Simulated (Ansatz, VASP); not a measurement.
One calculation of Al3GaN4, two programs

The input INCAR:

```
SYSTEM = Al3GaN4
PREC     = Accurate       ! precision mode
ENCUT    = 520            ! plane-wave cutoff, eV
EDIFF    = 1E-6           ! SCF threshold, eV
ISMEAR   = 0              ! smearing method
SIGMA    = 0.05           ! smearing width, eV
LREAL    = .False.        ! projectors in reciprocal space
LASPH    = .True.         ! aspherical terms in the spheres
NELM     = 80             ! most SCF steps
ALGO     = Normal         ! electronic algorithm
ISIF     = 2              ! what is computed and relaxed
LWAVE    = .False.        ! write WAVECAR
LCHARG   = .False.        ! write CHGCAR
GGA      = PS             ! functional
NBANDS   = 31             ! bands
```

Contents of KPOINTS:

```
regular mesh
0
Gamma
  6 6 6
  0 0 0
```

Contents of POSCAR:

```
Al3GaN4
1.0
    4.4014385300      0.0000000000      0.0000000000
    0.0000000000      4.4014385300      0.0000000000
    0.0000000000      0.0000000000      4.4014385300
Al Ga N
3 1 4
Direct
    0.5000000000      0.5000000000      0.0000000000
    0.5000000000      0.0000000000      0.5000000000
    0.0000000000      0.5000000000      0.5000000000
    0.0000000000      0.0000000000      0.0000000000
    0.7441634300      0.7441634300      0.2558365700
    0.7441634300      0.2558365700      0.7441634300
    0.2558365700      0.7441634300      0.7441634300
    0.2558365700      0.2558365700      0.2558365700
```

Input for Ansatz:

```yaml
crystal:
  lattice:
    - [4.40143853, 0.0, 0.0]
    - [0.0, 4.40143853, 0.0]
    - [0.0, 0.0, 4.40143853]
  atoms:
    - { symbol: Al, position: [0.5, 0.5, 0.0] }
    - { symbol: Al, position: [0.5, 0.0, 0.5] }
    - { symbol: Al, position: [0.0, 0.5, 0.5] }
    - { symbol: Ga, position: [0.0, 0.0, 0.0] }
    - { symbol: "N", position: [0.74416343, 0.74416343, 0.25583657] }
    - { symbol: "N", position: [0.74416343, 0.25583657, 0.74416343] }
    - { symbol: "N", position: [0.25583657, 0.74416343, 0.74416343] }
    - { symbol: "N", position: [0.25583657, 0.25583657, 0.25583657] }
basis:
  ecutwfc: 420
kpoints:
  mp_grid: { grid: [6, 6, 6] }
hamiltonian:
  xc: pbesol
scf:
  occupations: { method: gaussian, width: 0.05 }
output:
  forces: true
  stress: true
  eigenvalues: true
```

Alike in both runs: task single point; functional PBEsol; k mesh 6 × 6 × 6; occupations gaussian, width 0.05 eV; no spin polarisation.

```csv
,VASP,Ansatz
version,VASP 6.6.1,Ansatz 0.2.0
potentials or method,"VASP PAW PBE potentials, release 64 (Al, Ga_d, N), cutoff 520 eV","scalar-relativistic, plane waves, PAW"
valence electrons in the cell,42,42
```

```csv
,VASP,Ansatz,Ansatz less VASP
gap on the k mesh at the Fermi level (eV),3.33,3.33,+0.005
least direct gap on the mesh (eV),3.33,3.33,+0.005
pressure (GPa),0.7,0.8,+0.07
rms of the force components (eV/Å),0.044,0.041,-0.0033
```

VASP's potentials were made for PBE, not for PBEsol. Atom by atom the forces differ by 0.003 eV/Å (rms over components). With one functional, cell and mesh, what is left measures potentials, basis and numerics.
